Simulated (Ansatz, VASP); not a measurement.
## CsBr in VASP and in Ansatz

```
Cs Br
1.0
     4.26137    0.00000    0.00000
     0.00000    4.26137    0.00000
     0.00000    0.00000    4.26137
Cs Br
1 1
Direct
  0.00000 0.00000 0.00000
  0.50000 0.50000 0.50000
```

Alike in both runs: task single point; functional PBEsol; k mesh 6 × 6 × 6; non-collinear spin, spin-orbit coupling.

```csv
,VASP,Ansatz
version,VASP 6.6.1,Ansatz 0.2.0
potentials or method,"VASP PAW PBE potentials, release 64 (Cs_sv, Br), cutoff 500 eV",all-electron LAPW
occupations,"gaussian, width 0.01 eV",fixed
```

|  | VASP | Ansatz | Ansatz less VASP |
| --- | --- | --- | --- |
| pressure (GPa) | -0.2 | -0.2 | -0.05 |

VASP's potentials were made for PBE, not for PBEsol. Ansatz ran all-electron here, and VASP with PAW potentials.
